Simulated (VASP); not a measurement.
# Ga (P6_3/mmc) in VASP: a series of runs

Ga is run at these levels: r2SCAN; tasks: single point.

Program: VASP 6.6.1. These are calculated values, not measurements. Logs are shortened: lines on timing, memory, paths and dates and some standing lists are left out, and cuts for length are marked.

### Step 1. The cell of the first run

Symmetry: P6_3/mmc, No. 194, hexagonal system. Conventional cell: a = 2.976 Å, b = 2.976 Å, c = 4.698 Å, α = 90.00°, β = 90.00°, γ = 120.00°. Ga (site symmetry -6m2) has 12 Ga at 2.91 to 2.98 Å within 3.8 Å.

### Step 2. Single point, r2SCAN

The input, POSCAR:

```
Ga
1.0
    2.9761992793      0.0000000000      0.0000000000
   -1.4880996397      2.5774641826      0.0000000000
    0.0000000000      0.0000000000      4.6982452607
Ga
2
Direct
    0.3333333333      0.6666666667      0.2500000000
    0.6666666667      0.3333333333      0.7500000000
```

The input, INCAR.step1:

```
SYSTEM = Ga
PREC     = Accurate       ! precision mode
ENCUT    = 520            ! plane-wave cutoff, eV
ISMEAR   = -1             ! smearing method
SIGMA    = 0.1            ! smearing width, eV
LREAL    = .False.        ! projectors in reciprocal space
LASPH    = .True.         ! aspherical terms in the spheres
NELM     = 100            ! most SCF steps
NBANDS   = 20             ! bands
GGA      = PE             ! functional
ALGO     = Normal         ! electronic algorithm
EDIFF    = 1E-4           ! SCF threshold, eV
LWAVE    = .True.         ! write WAVECAR
LCHARG   = .False.        ! write CHGCAR
```

The input, INCAR.step2:

```
SYSTEM = Ga
PREC     = Accurate       ! precision mode
ENCUT    = 520            ! plane-wave cutoff, eV
EDIFF    = 1E-6           ! SCF threshold, eV
ISMEAR   = -1             ! smearing method
SIGMA    = 0.1            ! smearing width, eV
LREAL    = .False.        ! projectors in reciprocal space
LASPH    = .True.         ! aspherical terms in the spheres
NELM     = 100            ! most SCF steps
ALGO     = Normal         ! electronic algorithm
ISIF     = 2              ! what is computed and relaxed
LWAVE    = .False.        ! write WAVECAR
LCHARG   = .False.        ! write CHGCAR
METAGGA  = R2SCAN         ! meta-GGA
LMIXTAU  = .True.       
NBANDS   = 20             ! bands
ISTART   = 1
```

The input, KPOINTS:

```
regular mesh
0
Gamma
  14 14 8
  0 0 0
```

Potentials or basis: VASP PAW PBE potentials, release 64 (Ga_d).

Started as:

```bash
> cat potpaw_PBE.64/Ga_d/POTCAR > POTCAR
> cp INCAR.step1 INCAR
> mpirun -np 1 vasp_std > vasp.out
> cp INCAR.step2 INCAR
> mpirun -np 1 vasp_std > vasp.out
```

OUTCAR:

```text
SYSTEM = Ga
   PREC = Accurate
   ENCUT = 520
   EDIFF = 1E-6
   ISMEAR = -1
   LREAL = .False.
   LASPH = .True.
   NELM = 100
   ISIF = 2
   METAGGA = R2SCAN
   ISTART = 1

 ion  position               nearest neighbor table
   1  0.333  0.667  0.250-   2 2.91   2 2.91   2 2.91   2 2.91   2 2.91   2 2.91
   2  0.667  0.333  0.750-   1 2.91   1 2.91   1 2.91   1 2.91   1 2.91   1 2.91

  LATTYP: Found a hexagonal cell.
 ALAT       =     2.9761992793
 C/A-ratio  =     1.5786057383

  Lattice vectors:

 A1 = (   2.9761992793,   0.0000000000,   0.0000000000)
 A2 = (  -1.4880996397,   2.5774641826,   0.0000000000)
 A3 = (   0.0000000000,   0.0000000000,   4.6982452607)

Analysis of symmetry for initial positions (statically):
=====================================================================
 Subroutine PRICEL returns:
 Original cell was already a primitive cell.

 Routine SETGRP: Setting up the symmetry group for a
 hexagonal supercell.

 Subroutine GETGRP returns: Found 24 space group operations
 (whereof 12 operations were pure point group operations)
 out of a pool of 24 trial point group operations.

The static configuration has the point symmetry D_3d.
 The point group associated with its full space group is D_6h.

Analysis of symmetry for dynamics (positions and initial velocities):
=====================================================================
 Subroutine PRICEL returns:
 Original cell was already a primitive cell.

 Routine SETGRP: Setting up the symmetry group for a
 hexagonal supercell.

 Subroutine GETGRP returns: Found 24 space group operations
 (whereof 12 operations were pure point group operations)
 out of a pool of 24 trial point group operations.

The dynamic configuration has the point symmetry D_3d.
 The point group associated with its full space group is D_6h.

 Subroutine INISYM returns: Found 24 space group operations
 (whereof 12 operations are pure point group operations),
 and found     1 'primitive' translations

----------------------------------------------------------------------------------------

                                     Primitive cell

  volume of cell :      36.0405

  direct lattice vectors                    reciprocal lattice vectors
     2.976199279  0.000000000  0.000000000     0.335999006  0.193989117  0.000000000
    -1.488099640  2.577464183  0.000000000     0.000000000  0.387978233  0.000000000
     0.000000000  0.000000000  4.698245261     0.000000000  0.000000000  0.212845423

  length of vectors
     2.976199279  2.976199279  4.698245261     0.387978233  0.387978233  0.212845423

  position of ions in fractional coordinates (direct lattice)
     0.333333333  0.666666667  0.250000000
     0.666666667  0.333333333  0.750000000

  ion indices of the primitive-cell ions
   primitive index   ion index
                 1           1
                 2           2

----------------------------------------------------------------------------------------

 KPOINTS: regular mesh

Automatic generation of k-mesh.
 Grid dimensions read from file:
 generate k-points for:   14   14    8

 Generating k-lattice:

  Cartesian coordinates                     Fractional coordinates (reciprocal lattice)
     0.023999929  0.013856365  0.000000000     0.071428571  0.000000000  0.000000000
     0.000000000  0.027712731  0.000000000     0.000000000  0.071428571  0.000000000
     0.000000000  0.000000000  0.026605678     0.000000000  0.000000000  0.125000000

  Length of vectors
     0.027712731  0.027712731  0.026605678

  Shift w.r.t. Gamma in fractional coordinates (k-lattice)
     0.000000000  0.000000000  0.000000000

 Subroutine IBZKPT returns following result:
 ===========================================

 Found    120 irreducible k-points:

 Following reciprocal coordinates:
            Coordinates               Weight
  0.000000  0.000000  0.000000      1.000000
  0.071429  0.000000  0.000000      6.000000
  0.142857  0.000000  0.000000      6.000000
  0.214286  0.000000  0.000000      6.000000
  0.285714  0.000000  0.000000      6.000000
  0.357143  0.000000  0.000000      6.000000
[... 16 lines left out ...]
  0.285714  0.285714  0.000000      6.000000
  0.357143  0.285714  0.000000      6.000000
 [... further k-points ...]
   k-points           NKPTS =    120   k-points in BZ     NKDIM =    120   number of bands    NBANDS=     20
   number of dos      NEDOS =    301   number of ions     NIONS =      2
   total plane-waves  NPLWV =  20736
   dimension x,y,z NGX =    24 NGY =   24 NGZ =   36
   dimension x,y,z NGXF=    48 NGYF=   48 NGZF=   72
   ions per type =               2
   NGX,Y,Z   is equivalent  to a cutoff of  13.41, 13.41, 12.74 a.u.
   NGXF,Y,Z  is equivalent  to a cutoff of  26.81, 26.81, 25.48 a.u.
 SYSTEM =  Ga
   PREC   = accura    normal or accurate (medium, high low for compatibility)
   ISTART =      1    job   : 0-new  1-cont  2-samecut
   ICHARG =      0    charge: 1-file 2-atom 10-const
   ISPIN  =      1    spin polarized calculation?
   LNONCOLLINEAR =      F non collinear calculations
   LSORBIT =      F    spin-orbit coupling
   LASPH  =      T    aspherical Exc in radial PAW
   ENCUT  =  520.0 eV  38.22 Ry    6.18 a.u.   5.53  5.53  8.74*2*pi/ulx,y,z
   NELM   =    100;   NELMIN=  2; NELMDL=  0     # of ELM steps
   EDIFF  = 0.1E-05   stopping-criterion for ELM
   LREAL  =      F    real-space projection
   EDIFFG = 0.1E-04   stopping-criterion for IOM
   NSW    =      0    number of steps for IOM
   IBRION =     -1    ionic relax: 0-MD 1-quasi-New 2-CG
   NFREE  =      0    steps in history (QN), initial steepest desc. (CG)
   ISIF   =      2    stress and relaxation
   ISYM   =      2    0-nonsym 1-usesym 2-fastsym
   POTIM  = 0.5000    time-step for ionic-motion
   TEBEG  =    0.0;   TEEND  =   0.0 temperature during run
   PSTRESS=    0.0 pullay stress
   NELECT =      26.0000    total number of electrons
   NUPDOWN=      -1.0000    fix difference up-down
   EMIN   =  10.00;   EMAX   =-10.00  energy-range for DOS
   EFERMI =   0.00;   METHOD = LEGACY
   ISMEAR =    -1;   SIGMA  =   0.10  broadening in eV -4-tet -1-fermi 0-gaus
   EFERMI_NEDOS =   21; number of points for ismear=-14 and -15
   IALGO  =     38    algorithm
   IMIX   =      4    mixing-type and parameters
[... 6 lines left out ...]
   METAGGA = R2SCAN    functional components
   LHFCALC =     F    Hartree Fock is set to
   AEXX    =    0.0000 exact exchange contribution
   IVDW    =     0    specifies the selected vdW correction
   LEPSILON=     F    determine dielectric tensor
   LRPA    =     F    only Hartree local field effects (RPA)
 non-spin polarized calculation
  energy-cutoff  :      520.00
  volume of cell :       36.04
 maximum number of plane-waves:      1014
 NGX is ok and might be reduce to    24
   NGX = 11   NGY = 11   NGZ = 17

 number of electron      25.9999996 magnetization

 Free energy of the ion-electron system (eV)
  ---------------------------------------------------
  ext. energy  EPLUGINS =         0.00000000
  ---------------------------------------------------
  free energy    TOTEN  =       -22.57650385 eV

  energy without entropy =      -22.54934598  energy(sigma->0) =      -22.56292492

 E-fermi :   5.9270     XC(G=0): -12.4581

 val. band max:        5.9140924415   @ k =   0.0714   0.0714   0.2500
 cond. band min:       5.9386546531   @ k =   0.2857   0.2143   0.1250
 fundamental gap:      0.0245622116
 Fermi energy:         5.9270055075

 k-point     1 :       0.0000    0.0000    0.0000
  band No.  band energies     occupation
      1      -9.6956      2.00000
      2      -9.5737      2.00000
      3      -9.5737      2.00000
      4      -9.5705      2.00000
      5      -9.5437      2.00000
      6      -9.5437      2.00000
[... 12 lines left out ...]
     19      20.4831      0.00000
     20      20.8405      0.00000

 k-point     2 :       0.0714    0.0000    0.0000
  band No.  band energies     occupation
      1      -9.6882      2.00000
      2      -9.5921      2.00000
      3      -9.5627      2.00000
      4      -9.5505      2.00000
      5      -9.5435      2.00000
      6      -9.5336      2.00000
[... 12 lines left out ...]
     19      20.8064      0.00000
     20      21.3839      0.00000

 k-point     3 :       0.1429    0.0000    0.0000
  band No.  band energies     occupation
      1      -9.6778      2.00000
      2      -9.6049      2.00000
      3      -9.5477      2.00000
      4      -9.5426      2.00000
      5      -9.5361      2.00000
      6      -9.5317      2.00000
[... 12 lines left out ...]
     19      19.1572      0.00000
     20      22.4264      0.00000

 k-point     4 :       0.2143    0.0000    0.0000
  band No.  band energies     occupation
      1      -9.6912      2.00000
      2      -9.6002      2.00000
      3      -9.5752      2.00000
      4      -9.5550      2.00000
      5      -9.5454      2.00000
      6      -9.4869      2.00000
[... 12 lines left out ...]
     19      18.6267      0.00000
     20      21.6468      0.00000

 k-point     5 :       0.2857    0.0000    0.0000
  band No.  band energies     occupation
      1      -9.7201      2.00000
      2      -9.6166      2.00000
      3      -9.6052      2.00000
      4      -9.5747      2.00000
      5      -9.5241      2.00000
      6      -9.4452      2.00000
[... 12 lines left out ...]
     19      17.8948      0.00000
     20      20.9342      0.00000

 k-point     6 :       0.3571    0.0000    0.0000
  band No.  band energies     occupation
      1      -9.7484      2.00000
      2      -9.6569      2.00000
      3      -9.6199      2.00000
      4      -9.5914      2.00000
      5      -9.4981      2.00000
      6      -9.4668      2.00000
[... 12 lines left out ...]
     19      17.2867      0.00000
     20      20.3679      0.00000

 k-point     7 :       0.4286    0.0000    0.0000
  band No.  band energies     occupation
      1      -9.7682      2.00000
      2      -9.6857      2.00000
      3      -9.6324      2.00000
      4      -9.6025      2.00000
      5      -9.4802      2.00000
      6      -9.4797      2.00000
[... 12 lines left out ...]
     19      16.8994      0.00000
     20      20.0134      0.00000
[... 277 lines left out ...]
 k-point    20 :       0.2143    0.2143    0.0000
  band No.  band energies     occupation
      1      -9.6694      2.00000
      2      -9.6478      2.00000
      3      -9.6473      2.00000
      4      -9.5832      2.00000
      5      -9.4911      2.00000
      6      -9.4729      2.00000
[... 12 lines left out ...]
     19      15.7778      0.00000
     20      21.6310      0.00000

 k-point    21 :       0.2857    0.2143    0.0000
  band No.  band energies     occupation
      1      -9.6987      2.00000
      2      -9.6643      2.00000
      3      -9.6134      2.00000
      4      -9.5815      2.00000
      5      -9.4936      2.00000
      6      -9.4778      2.00000
[... 12 lines left out ...]
     19      14.8023      0.00000
     20      21.5930      0.00000

 k-point    22 :       0.3571    0.2143    0.0000
  band No.  band energies     occupation
      1      -9.7149      2.00000
      2      -9.6738      2.00000
      3      -9.5887      2.00000
      4      -9.5771      2.00000
      5      -9.5081      2.00000
      6      -9.4711      2.00000
[... 12 lines left out ...]
     19      14.3899      0.00000
     20      21.4043      0.00000

 k-point    23 :       0.2857    0.2857    0.0000
  band No.  band energies     occupation
      1      -9.7176      2.00000
      2      -9.6190      2.00000
      3      -9.6140      2.00000
      4      -9.5686      2.00000
      5      -9.5155      2.00000
      6      -9.4834      2.00000
[... 12 lines left out ...]
     19      13.5908      0.00000
     20      24.2729      0.00000

 k-point    24 :       0.3571    0.2857    0.0000
  band No.  band energies     occupation
      1      -9.7242      2.00000
      2      -9.6185      2.00000
      3      -9.5843      2.00000
      4      -9.5575      2.00000
      5      -9.5299      2.00000
      6      -9.5110      2.00000
[... 12 lines left out ...]
     19      13.1967      0.00000
     20      24.4295      0.00000

 [... further k-points ...]
[... 5 lines left out ...]
  --------------------------------------------------------------------------------------
  -------------------------------------------------------------------------------------
  Total        0.0486992      0.0486992      0.0976950     -0.0000000     -0.0000000      0.0000000
  in kB        2.1649211      2.1649211      4.3430257     -0.0000000     -0.0000000      0.0000000
  external PRESSURE =       2.8909559 kB  Pullay stress =       0.0000000 kB

 VOLUME and BASIS-vectors are now :
 -----------------------------------------------------------------------------
  energy-cutoff  :      520.00
  volume of cell :       36.04
      direct lattice vectors                 reciprocal lattice vectors
     2.976199279  0.000000000  0.000000000     0.335999006  0.193989117  0.000000000
    -1.488099640  2.577464183  0.000000000     0.000000000  0.387978233  0.000000000
     0.000000000  0.000000000  4.698245261     0.000000000  0.000000000  0.212845423

 POSITION                                       TOTAL-FORCE (eV/Angst)
 -----------------------------------------------------------------------------------
     -0.00000      1.71831      1.17456        -0.000000      0.000000     -0.000000
      1.48810      0.85915      3.52368         0.000000     -0.000000      0.000000
 -----------------------------------------------------------------------------------
    total drift:                               -0.000000      0.000000      0.000000

  FREE ENERGIE OF THE ION-ELECTRON SYSTEM (eV)
  ---------------------------------------------------
  free  energy   TOTEN  =       -22.5765038544 eV

  energy  without entropy=      -22.5493459821  energy(sigma->0) =      -22.56292492
```

Run time: 2 min. Hardware: 1 thread of Intel Xeon Platinum 8488C (Sapphire Rapids), shared host; peak memory 0.2 GiB.

What came out:

* Free energy: -22.5765 eV
* Pressure: 0.3 GPa
* Band gap on the k mesh: zero (band 13 reaches 11.14 eV, above the bottom of band 14 at 2.42 eV)

Stress tensor (GPa, compression positive):
```
0.22 0.00 0.00
0.00 0.22 0.00
0.00 0.00 0.43
```

Caveat: the PAW data sets were made with another functional, which shifts forces and pressure a little.

### Step 3. Single point, r2SCAN (volume scaled by 1.04)

The input, POSCAR:

```
Ga
1.0
    3.0153642875      0.0000000000      0.0000000000
   -1.5076821438      2.6113820746      0.0000000000
    0.0000000000      0.0000000000      4.7600713674
Ga
2
Direct
    0.3333333333      0.6666666667      0.2500000000
    0.6666666667      0.3333333333      0.7500000000
```

The input, INCAR.step1:

```
SYSTEM = Ga
PREC = Accurate
ENCUT = 520
ISMEAR = -1
SIGMA = 0.1
LREAL = .FALSE.
LASPH = .TRUE.
NELM = 100
NBANDS = 20
GGA = PE
ALGO = Normal
EDIFF = 1E-4
LWAVE = .TRUE.
LCHARG = .FALSE.
```

The input, INCAR.step2:

```
SYSTEM = Ga
PREC = Accurate
ENCUT = 520
EDIFF = 1E-6
ISMEAR = -1
SIGMA = 0.1
LREAL = .FALSE.
LASPH = .TRUE.
NELM = 100
ALGO = Normal
ISIF = 2
LWAVE = .FALSE.
LCHARG = .FALSE.
METAGGA = R2SCAN
LMIXTAU = .TRUE.
NBANDS = 20
ISTART = 1
```

The input, KPOINTS:

```
Automatic mesh
0
G
  14 14 8
  0 0 0
```

Potentials or basis: VASP PAW PBE potentials, release 64 (Ga_d).

Started as:

```bash
> cat potpaw_PBE.64/Ga_d/POTCAR > POTCAR
> cp INCAR.step1 INCAR
> mpirun -np 1 vasp_std > vasp.out
> cp INCAR.step2 INCAR
> mpirun -np 1 vasp_std > vasp.out
```

Wall time 2.1 min (1 thread of Intel Xeon Platinum 8488C (Sapphire Rapids), shared host); peak memory 0.2 GiB.

It converged, with:

```yaml
Free_energy: -22.5692 eV
Pressure: -1.8 GPa
Band_gap_on_the_k_mesh: zero (band 13 reaches 10.58 eV, above the bottom of band 14 at 2.17 eV)
```

Stress tensor (GPa, compression positive):
```
-1.82  0.00  0.00
 0.00 -1.82  0.00
 0.00  0.00 -1.75
```

Levels at points of the mesh, in eV from the Fermi level:
```csv
k point,band 10,band 11,band 12,band 13,band 14,band 15,band 16,band 17
"(0.00, 0.00, 0.00)",-15.25,-11.75,-4.74,-4.14,9.73,9.73,11.89,11.89
"(0.50, 0.00, 0.00)",-15.23,-6.13,-5.26,0.80,0.94,1.00,3.38,4.79
"(0.00, 0.00, 0.50)",-15.30,-9.94,-9.94,4.47,4.47,11.08,11.08,11.08
"(0.50, 0.00, 0.50)",-15.25,-4.40,-4.40,-3.38,-3.38,6.69,6.69,8.11
```

Caveat: the PAW data sets were made with another functional, which shifts forces and pressure a little.

### Step 4. Single point, r2SCAN (volume scaled by 1.08)

The input, POSCAR:

```
Ga
1.0
    3.0535375081      0.0000000000      0.0000000000
   -1.5267687541      2.6444410534      0.0000000000
    0.0000000000      0.0000000000      4.8203318325
Ga
2
Direct
    0.3333333333      0.6666666667      0.2500000000
    0.6666666667      0.3333333333      0.7500000000
```

The input, INCAR.step1:

```
PREC = Accurate ; ENCUT = 520
ISMEAR = -1 ; SIGMA = 0.1
LREAL = F ; LASPH = T
NELM = 60 ; NBANDS = 20
GGA = PE ; ALGO = Normal
EDIFF = 1E-4 ; LWAVE = T
LCHARG = F
```

The input, INCAR.step2:

```
PREC = Accurate ; ENCUT = 520
EDIFF = 1E-6 ; ISMEAR = -1
SIGMA = 0.1 ; LREAL = F
LASPH = T ; NELM = 60
ALGO = Normal ; ISIF = 2
LWAVE = F ; LCHARG = F
METAGGA = R2SCAN ; LMIXTAU = T
NBANDS = 20 ; ISTART = 1
```

The input, KPOINTS:

```
Automatic mesh
0
Gamma
  14 14 8
```

Started as:

```bash
> cat potpaw_PBE.64/Ga_d/POTCAR > POTCAR
> cp INCAR.step1 INCAR
> mpirun -np 1 vasp_std > vasp.out
> cp INCAR.step2 INCAR
> mpirun -np 1 vasp_std > vasp.out
```

Run time: 2.1 min. Hardware: 1 thread of Intel Xeon Platinum 8488C (Sapphire Rapids), shared host; peak memory 0.21 GiB.

It converged, with:

```yaml
Free_energy: -22.5449 eV
Pressure: -3.5 GPa
Band_gap_on_the_k_mesh: zero (band 13 reaches 10.05 eV, above the bottom of band 14 at 1.95 eV)
```

Levels at points of the mesh, in eV from the Fermi level:
| k point | band 9 | band 10 | band 11 | band 12 | band 13 | band 14 | band 15 | band 16 | band 17 | band 18 |
| --- | --- | --- | --- | --- | --- | --- | --- | --- | --- | --- |
| (0.00, 0.00, 0.00) | -15.24 | -15.24 | -11.45 | -4.73 | -3.96 | 9.41 | 9.42 | 11.54 | 11.54 | 13.52 |
| (0.50, 0.00, 0.00) | -15.23 | -15.22 | -6.04 | -5.11 | 0.64 | 0.90 | 1.01 | 3.36 | 4.68 | 8.37 |
| (0.00, 0.00, 0.50) | -15.29 | -15.29 | -9.69 | -9.69 | 4.33 | 4.33 | 10.71 | 10.71 | 10.71 | 10.71 |
| (0.50, 0.00, 0.50) | -15.23 | -15.23 | -4.36 | -4.36 | -3.25 | -3.25 | 6.51 | 6.51 | 7.84 | 7.84 |

Caveat: the PAW data sets were made with another functional, which shifts forces and pressure a little.

### Step 5. Overview

| cell | gap on the mesh (eV) | pressure (GPa) |
| --- | --- | --- |
| a = 2.976, b = 2.976, c = 4.698 Å, angles 90.0, 90.0, 120.0°, 2 atoms | none | 0.3 |
| a = 3.015, b = 3.015, c = 4.760 Å, angles 90.0, 90.0, 120.0°, 2 atoms | none | -1.8 |
| a = 3.054, b = 3.054, c = 4.820 Å, angles 90.0, 90.0, 120.0°, 2 atoms | none | -3.5 |

Alike in all rows: task single point; level r2SCAN; potentials or basis VASP PAW PBE potentials, release 64 (Ga_d); no spin polarisation; k mesh 14 × 14 × 8; cutoff (eV) 520; smearing fermi-dirac 0.1 eV.

Caveats: the PAW data sets were made with another functional, which shifts forces and pressure a little.

Absolute energies hang on the potentials; compare differences alone.
